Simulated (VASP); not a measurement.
# Al16N15F (a cell with a defect) in VASP: further runs

Al16N15F (a cell with a defect) is run at these levels: PBE, r2SCAN; tasks: single point.

Program: VASP 6.6.1. These are calculated values, not measurements. Logs are shortened: lines on timing, memory, paths and dates and some standing lists are left out, and cuts for length are marked.

### Step 1. The cell of the first run

The cell holds a defect, 32 atoms: a = 6.260 Å, b = 6.260 Å, c = 10.035 Å, α = 90.00°, β = 90.00°, γ = 120.00°.

### Step 2. Single point, PBE

The input, INCAR:

```
ALGO = Normal
EDIFF = 1E-7
ENCUT = 520
GGA = PE
ISIF = 2
ISMEAR = -1
LASPH = T
LCHARG = T
LELF = T
LREAL = Auto
LVHAR = T
LWAVE = F
NBANDS = 87
NELECT = 128.0
NELM = 100
PREC = Accurate
SIGMA = 0.01
```

The input, KPOINTS:

```
k-points
0
Gamma
  1 1 1
```

The input, POSCAR:

```
Al16N15F
1.0
    6.2595139128      0.0000000578      0.0000000000
   -3.1297570064      5.4208980350      0.0000000000
    0.0000000000      0.0000000000     10.0348065929
Al N F
16 15 1
Direct
    0.3321449707      0.1666347929      0.2487692977
    0.1662812502      0.3327399078      0.5039527695
    0.3317096125      0.1672798311      0.7529895798
    0.1661043326      0.3326623928      1.0014647394
    0.3323064059      0.6633573176      0.2488211709
    0.1931118073      0.8464377552      0.5079039196
    0.3314308579      0.6615974116      0.7528725241
    0.1758473066      0.8376985784      0.9980288717
    0.8355225782      0.1666142332      0.2488411817
    0.6527196838      0.3060395094      0.5079104027
    0.8371777090      0.1672122592      0.7528558206
    0.6612287445      0.3230315432      0.9979419256
    0.8334825185      0.6652515258      0.1998816026
    0.6537273509      0.8452340605      0.5082618995
    0.8335132434      0.6653024598      0.7573047509
    0.6618209893      0.8369620478      0.9979192437
    0.3317987258      0.1672216250      0.4408074000
    0.1675851393      0.3312294911      0.1916655519
    0.3310449457      0.1677415268      0.9405617770
    0.1678633091      0.3308798674      0.6906482076
    0.3315381568      0.6658663576      0.4406713403
    0.1723139766      0.8336942374      0.1912541695
    0.3311478280      0.6658661390      0.9403089032
    0.1653084391      0.8297971396      0.6913304964
    0.8330701825      0.1673447804      0.4406915637
    0.6649367233      0.3263661769      0.1911837268
    0.8328740106      0.1674862905      0.9402384129
    0.6692530895      0.3335160259      0.6913706688
    0.6657421144      0.8333778860      0.1911426069
    0.8319222643      0.6668763535      0.9497765728
    0.6691269434      0.8291242365      0.6914030844
    0.8319791909      0.6667542545      0.4515929572
```

Potentials or basis: VASP PAW PBE potentials, release 64 (Al, N, F).

The run is started by

```bash
$ cat potpaw_PBE.64/Al/POTCAR potpaw_PBE.64/N/POTCAR potpaw_PBE.64/F/POTCAR > POTCAR
$ mpirun -np 1 vasp_gam > vasp.out
```

OUTCAR:

```text
EDIFF = 1E-7
   ENCUT = 520
   GGA = PE
   ISIF = 2
   ISMEAR = -1
   LASPH = T
   LREAL = Auto
   NELECT = 128.0
   NELM = 100
   PREC = Accurate

 ion  position               nearest neighbor table
   1  0.332  0.167  0.249-  18 1.87  26 1.89  22 1.90  17 1.93   4 3.07   8 3.08  12 3.09   9 3.11
                             5 3.11   6 3.13   2 3.13  10 3.13   5 3.15   9 3.15  13 3.17  13 3.17
   2  0.166  0.333  0.504-  20 1.87  17 1.90  21 1.91  25 1.91   7 3.07  11 3.07   3 3.08   5 3.13
                             9 3.13   1 3.13   6 3.13  10 3.13  14 3.13  14 3.13  10 3.13   6 3.14
   3  0.332  0.167  0.753-  20 1.88  19 1.88  24 1.93  28 1.93   6 3.02  10 3.02  12 3.04   8 3.04
                             4 3.07   2 3.08   7 3.10  11 3.10  15 3.13  15 3.13  11 3.16   7 3.16
   4  0.166  0.333  0.001-  19 1.89  23 1.91  27 1.91  18 1.91   9 3.06   5 3.06   1 3.07   7 3.07
                            11 3.07   3 3.07   8 3.13  12 3.13  16 3.13  16 3.13  12 3.13   8 3.13
   5  0.332  0.663  0.249-  22 1.88  18 1.89  29 1.90  21 1.93   4 3.06  16 3.09   8 3.09   1 3.11
                             9 3.11   2 3.13   6 3.14  14 3.14   9 3.15   1 3.15  13 3.17  13 3.17
   6  0.193  0.846  0.508-  24 1.85  21 1.86  17 1.87  32 2.04  10 2.88  14 2.89   3 3.02   7 3.02
                             1 3.13   2 3.13   2 3.14   5 3.14  15 3.17
   7  0.331  0.662  0.753-  23 1.88  20 1.90  24 1.91  31 1.93  14 3.02   6 3.02  16 3.04   8 3.05
                             4 3.07   2 3.07  11 3.09   3 3.10  15 3.13  15 3.13   3 3.16  11 3.17
   8  0.176  0.838  0.998-  23 1.87  19 1.88  30 1.93  22 1.94  13 2.75  12 3.04   3 3.04  16 3.04
                            15 3.05   7 3.05   1 3.08   5 3.09   4 3.13   4 3.13  16 3.22  12 3.22
   9  0.836  0.167  0.249-  26 1.88  18 1.89  29 1.90  25 1.93   4 3.06  16 3.09  12 3.09   1 3.11
                             5 3.11   2 3.13  10 3.13  14 3.14   5 3.15   1 3.15  13 3.17  13 3.17
  10  0.653  0.306  0.508-  28 1.85  25 1.86  17 1.87  32 2.04   6 2.88  14 2.89   3 3.02  11 3.02
                             1 3.13   2 3.13   2 3.13   9 3.13  15 3.17
  11  0.837  0.167  0.753-  27 1.88  20 1.90  28 1.91  31 1.93  14 3.02  10 3.02  16 3.04  12 3.05
                             4 3.07   2 3.07   7 3.09   3 3.10  15 3.13  15 3.13   3 3.16   7 3.17
  12  0.661  0.323  0.998-  27 1.87  19 1.88  30 1.93  26 1.94  13 2.75   8 3.04   3 3.04  16 3.04
                            15 3.05  11 3.05   1 3.09   9 3.09   4 3.13   4 3.13  16 3.22   8 3.22
  13  0.833  0.665  0.200-  29 1.82  22 1.84  26 1.84  30 2.51  32 2.53   8 2.75  12 2.75  16 2.75
                             9 3.17   5 3.17   1 3.17   1 3.17   5 3.17   9 3.17
  14  0.654  0.845  0.508-  31 1.85  25 1.88  21 1.88  32 2.02   6 2.89  10 2.89  11 3.02   7 3.02
                             2 3.13   2 3.13   9 3.14   5 3.14  15 3.17
  15  0.834  0.665  0.757-  31 1.90  28 1.92  24 1.92  30 1.93  12 3.05   8 3.05  16 3.05   7 3.13
                             3 3.13  11 3.13  11 3.13   3 3.13   7 3.13  14 3.17  10 3.17   6 3.17
  16  0.662  0.837  0.998-  27 1.88  23 1.88  30 1.91  29 1.94  13 2.75  11 3.04   7 3.04   8 3.04
                            12 3.04  15 3.05   5 3.09   9 3.09   4 3.13   4 3.13  12 3.22   8 3.22
  17  0.332  0.167  0.441-   6 1.87  10 1.87   2 1.90   1 1.93
  18  0.168  0.331  0.192-   1 1.87   9 1.89   5 1.89   4 1.91
  19  0.331  0.168  0.941-   8 1.88  12 1.88   3 1.88   4 1.89
  20  0.168  0.331  0.691-   2 1.87   3 1.88  11 1.90   7 1.90
  21  0.332  0.666  0.441-   6 1.86  14 1.88   2 1.91   5 1.93
  22  0.172  0.834  0.191-  13 1.84   5 1.88   1 1.90   8 1.94
  23  0.331  0.666  0.940-   8 1.87   7 1.88  16 1.88   4 1.91
  24  0.165  0.830  0.691-   6 1.85   7 1.91  15 1.92   3 1.93
  25  0.833  0.167  0.441-  10 1.86  14 1.88   2 1.91   9 1.93
  26  0.665  0.326  0.191-  13 1.84   9 1.88   1 1.89  12 1.94
  27  0.833  0.167  0.940-  12 1.87  11 1.88  16 1.88   4 1.91
  28  0.669  0.334  0.691-  10 1.85  11 1.91  15 1.92   3 1.93
  29  0.666  0.833  0.191-  13 1.82   9 1.90   5 1.90  16 1.94
  30  0.832  0.667  0.950-  16 1.91  12 1.93   8 1.93  15 1.93  13 2.51
  31  0.669  0.829  0.691-  14 1.85  15 1.90   7 1.93  11 1.93
  32  0.832  0.667  0.452-  14 2.02  10 2.04   6 2.04  13 2.53

  LATTYP: Found a hexagonal cell.
 ALAT       =     6.2595139128
 C/A-ratio  =     1.6031287306

  Lattice vectors:

 A1 = (   6.2595139128,   0.0000000578,   0.0000000000)
 A2 = (  -3.1297570064,   5.4208980350,   0.0000000000)
 A3 = (   0.0000000000,   0.0000000000,  10.0348065929)

Analysis of symmetry for initial positions (statically):
=====================================================================
 Subroutine PRICEL returns:
 Original cell was already a primitive cell.

 Routine SETGRP: Setting up the symmetry group for a
 hexagonal supercell.

 Subroutine GETGRP returns: Found  1 space group operations
 (whereof  1 operations were pure point group operations)
 out of a pool of 24 trial point group operations.

The static configuration has the point symmetry C_1 .

Analysis of symmetry for dynamics (positions and initial velocities):
=====================================================================
 Subroutine PRICEL returns:
 Original cell was already a primitive cell.
[... 110 lines left out ...]
     0.000000000  0.000000000  0.099653141     0.000000000  0.000000000  1.000000000

  Length of vectors
     0.184471279  0.184471279  0.099653141

  Shift w.r.t. Gamma in fractional coordinates (k-lattice)
     0.000000000  0.000000000  0.000000000

 Subroutine IBZKPT returns following result:
 ===========================================

 Found      1 irreducible k-points:

 Following reciprocal coordinates:
            Coordinates               Weight
  0.000000  0.000000  0.000000      1.000000
   k-points           NKPTS =      1   k-points in BZ     NKDIM =      1   number of bands    NBANDS=     87
   number of dos      NEDOS =    301   number of ions     NIONS =     32
   total plane-waves  NPLWV = 184320
   dimension x,y,z NGX =    48 NGY =   48 NGZ =   80
   dimension x,y,z NGXF=    96 NGYF=   96 NGZF=  160
   ions per type =              16  15   1
   NGX,Y,Z   is equivalent  to a cutoff of  12.75, 12.75, 13.25 a.u.
   NGXF,Y,Z  is equivalent  to a cutoff of  25.50, 25.50, 26.51 a.u.
 SYSTEM =  unknown system
   PREC   = accura    normal or accurate (medium, high low for compatibility)
   ISTART =      0    job   : 0-new  1-cont  2-samecut
   ICHARG =      2    charge: 1-file 2-atom 10-const
   ISPIN  =      1    spin polarized calculation?
   LNONCOLLINEAR =      F non collinear calculations
   LSORBIT =      F    spin-orbit coupling
   LASPH  =      T    aspherical Exc in radial PAW
   ENCUT  =  520.0 eV  38.22 Ry    6.18 a.u.  11.64 11.64 18.66*2*pi/ulx,y,z
   NELM   =    100;   NELMIN=  2; NELMDL= -5     # of ELM steps
   EDIFF  = 0.1E-06   stopping-criterion for ELM
   LREAL  =      T    real-space projection
   EDIFFG = 0.1E-05   stopping-criterion for IOM
   NSW    =      0    number of steps for IOM
   IBRION =     -1    ionic relax: 0-MD 1-quasi-New 2-CG
   NFREE  =      0    steps in history (QN), initial steepest desc. (CG)
   ISIF   =      2    stress and relaxation
   ISYM   =      2    0-nonsym 1-usesym 2-fastsym
   POTIM  = 0.5000    time-step for ionic-motion
   TEBEG  =    0.0;   TEEND  =   0.0 temperature during run
   PSTRESS=    0.0 pullay stress
   NELECT =     128.0000    total number of electrons
   NUPDOWN=      -1.0000    fix difference up-down
   EMIN   =  10.00;   EMAX   =-10.00  energy-range for DOS
   EFERMI =   0.00;   METHOD = LEGACY
   ISMEAR =    -1;   SIGMA  =   0.01  broadening in eV -4-tet -1-fermi 0-gaus
   EFERMI_NEDOS =   21; number of points for ismear=-14 and -15
   IALGO  =     38    algorithm
   IMIX   =      4    mixing-type and parameters
     AMIX     =   0.40;   BMIX     =  1.00
     AMIX_MAG =   1.60;   BMIX_MAG =  1.00
  volume/ion in A,a.u.               =      10.64        71.81
  Fermi-wavevector in a.u.,A,eV,Ry     =   1.181511  2.232733 18.993310  1.395969
  Thomas-Fermi vector in A             =   2.317783
   LORBIT       =      0    0 simple, 1 ext, 2 COOP (PROOUT), +10 PAW based schemes
   GGA     = PE    functional components
   LHFCALC =     F    Hartree Fock is set to
   AEXX    =    0.0000 exact exchange contribution
   IVDW    =     0    specifies the selected vdW correction
   LEPSILON=     F    determine dielectric tensor
   LRPA    =     F    only Hartree local field effects (RPA)
 non-spin polarized calculation
  energy-cutoff  :      520.00
  volume of cell :      340.50
 maximum number of plane-waves:      4582
 NGX is ok and might be reduce to    48
   NGX = 23   NGY = 23   NGZ = 37

 number of electron     127.9999981 magnetization

 Free energy of the ion-electron system (eV)
  ---------------------------------------------------
  ext. energy  EPLUGINS =         0.00000000
  ---------------------------------------------------
  free energy    TOTEN  =      -238.91110571 eV

  energy without entropy =     -238.91110571  energy(sigma->0) =     -238.91110571

 E-fermi :   6.4141     XC(G=0): -10.6649

 val. band max:        6.0580694296   @ k =   0.0000   0.0000   0.0000
 cond. band min:       9.0254761239   @ k =   0.0000   0.0000   0.0000
 fundamental gap:      2.9674066943
 Fermi energy:         6.4141234871

 k-point     1 :       0.0000    0.0000    0.0000
  band No.  band energies     occupation
      1     -19.5255      2.00000
      2      -8.8238      2.00000
      3      -8.0711      2.00000
      4      -7.9443      2.00000
      5      -7.1638      2.00000
      6      -7.1629      2.00000
[... 68 lines left out ...]
     75      11.9324      0.00000
     76      12.0067      0.00000
 [bands above 76 left out]

------------------------ aborting loop because EDIFF is reached ----------------------------------------

  FORCE on cell =-STRESS in cart. coord.  units (eV):
  Direction    XX          YY          ZZ          XY          YZ          ZX
  --------------------------------------------------------------------------------------
  -------------------------------------------------------------------------------------
  Total       -4.8735721     -6.4283237    -31.0864736     -1.3495896      0.0217887     -0.0682029
  in kB      -22.9317459    -30.2473594   -146.2719951     -6.3502591      0.1025228     -0.3209171
  external PRESSURE =     -66.4837002 kB  Pullay stress =       0.0000000 kB

 VOLUME and BASIS-vectors are now :
 -----------------------------------------------------------------------------
  energy-cutoff  :      520.00
  volume of cell :      340.50
      direct lattice vectors                 reciprocal lattice vectors
     6.259513913  0.000000058  0.000000000     0.159756813  0.092235641  0.000000000
    -3.129757006  5.420898035  0.000000000    -0.000000002  0.184471279  0.000000000
     0.000000000  0.000000000 10.034806593     0.000000000  0.000000000  0.099653141

 POSITION                                       TOTAL-FORCE (eV/Angst)
 -----------------------------------------------------------------------------------
      1.55754      0.90331      2.49635         0.133740     -0.080747     -0.322930
     -0.00056      1.80375      5.05707        -0.084170      0.043718     -0.461278
      1.55280      0.90681      7.55610         0.051251     -0.035166     -0.419819
     -0.00142      1.80333      0.01470        -0.120488      0.068741     -0.496160
      0.00393      3.59599      2.49687         0.117980     -0.022634     -0.334634
     -1.44036      4.58845      5.09672         0.104074      0.088828     -0.331559
[... 24 lines left out ...]
      1.59345      4.49460      6.93810        -0.136595      0.102729      0.470669
      3.12101      3.61441      4.53165         0.026095     -0.013800      0.184507
 -----------------------------------------------------------------------------------
    total drift:                               -0.003866     -0.002343     -0.000684

  FREE ENERGIE OF THE ION-ELECTRON SYSTEM (eV)
  ---------------------------------------------------
  free  energy   TOTEN  =      -238.9111057124 eV

  energy  without entropy=     -238.9111057124  energy(sigma->0) =     -238.91110571
```

Run time: 47 s. Hardware: 1 thread of AMD EPYC 9R45 (Zen 5), shared host; peak memory 0.39 GiB.

Results:

| Quantity | Value |
| --- | --- |
| Free energy | -238.9111 eV |
| Largest force | 0.838 eV/Å |

Forces on the atoms (eV/Å):
```
Al   0.134 -0.081 -0.323
Al  -0.084  0.044 -0.461
Al   0.051 -0.035 -0.420
Al  -0.120  0.069 -0.496
Al   0.118 -0.023 -0.335
Al   0.104  0.089 -0.332
Al   0.092 -0.109 -0.428
Al  -0.233 -0.024 -0.363
Al   0.077 -0.089 -0.335
Al  -0.031 -0.140 -0.333
Al   0.139 -0.034 -0.431
Al  -0.103  0.202 -0.357
Al   0.172 -0.100 -0.261
Al  -0.238  0.127 -0.449
Al   0.114 -0.064 -0.492
Al  -0.020  0.009 -0.369
N    0.162 -0.088  0.385
N   -0.186  0.112  0.519
N    0.297 -0.165  0.367
N   -0.185  0.108  0.517
N    0.190  0.003  0.423
N   -0.449 -0.085  0.087
N    0.210  0.024  0.400
N   -0.183  0.083  0.477
N    0.095 -0.159  0.424
N   -0.140  0.441  0.088
N    0.086 -0.183  0.405
N   -0.171  0.117  0.474
N    0.030 -0.034  0.151
N    0.184 -0.103  0.811
N   -0.137  0.103  0.471
F    0.026 -0.014  0.185
```

Caveat: the k points lie up to 1.16 Å⁻¹ apart; the cell carries a net charge on a neutralising background, which shifts energy and pressure; the cell is charged against a uniform background, so pressure and absolute levels hang on convention.

(Part 1 of 2 ends here.)
